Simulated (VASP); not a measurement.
Write the native input for VASP 6.6.1 that does the following.

```yaml
Task: single point
Functional: PBE
Potentials_or_basis: VASP PAW PBE potentials, release 64 (Ge_d, Sb, Te)
Cutoff: 520 eV
k_mesh: 9 × 9 × 2
Occupations: gaussian, width 0.03 eV
Spin: no spin polarisation
Dipole_correction: no
Further_INCAR_settings: ALGO = Normal; EDIFF = 1e-06; NBANDS = 39
```

The structure of GeSb4Te4 lies in POSCAR:

```
GeSb4Te4
1.0
   -4.3299846501      0.0000000000      0.0000000000
   -2.1649923251     -3.7498767050      0.0000000000
    0.0000000000      0.0000000000     22.1486093019
Ge Sb Te
1 4 4
Direct
    0.0000000000      0.0000000000      0.3035512353
    0.3333333333      0.3333333333      0.7371041529
    0.6666666667      0.6666666667      0.6668252905
    0.6666666667      0.6666666667      0.1368298137
    0.3333333333      0.3333333333      0.4702726569
    0.3333333333      0.3333333333      0.2274689839
    0.6666666667      0.6666666667      0.3796334867
    1.0000000000      1.0000000000      0.0596956582
    0.0000000000      0.0000000000      0.5474068124
```

This cell differs from its parent crystal: the distance across one plane changed.

One way to write it, as run:

INCAR

```
SYSTEM = GeSb4Te4
PREC = Accurate
ENCUT = 520
EDIFF = 1E-6
ISMEAR = 0
SIGMA = 0.03
LREAL = .FALSE.
LASPH = .TRUE.
NELM = 60
ALGO = Normal
ISIF = 2
LWAVE = .FALSE.
LCHARG = .FALSE.
GGA = PE
NBANDS = 39
```

KPOINTS

```
regular mesh
0
G
  9 9 2
  0 0 0
```

Potentials or basis: VASP PAW PBE potentials, release 64 (Ge_d, Sb, Te).

Command:

```console
$ cat potpaw_PBE.64/Ge_d/POTCAR potpaw_PBE.64/Sb/POTCAR potpaw_PBE.64/Te/POTCAR > POTCAR
$ mpirun -np 1 vasp_std > vasp.out
```

It gave:

```json
{"Pressure": "-0.4 GPa", "Largest force": "0.140 eV/Å", "Band gap on the k mesh": "0.28 eV"}
```

Caveat: the cell differs from its parent crystal (the distance across one plane changed); spin-orbit coupling is left out, which moves the levels of the heavy elements; an odd mesh through Γ misses points on the zone boundary, where band edges can lie.

Run time: 5.3 min on 1 thread of Intel(R) Xeon(R) 6975P-C (Granite Rapids), with other jobs on the host, peak memory 0.61 GiB.
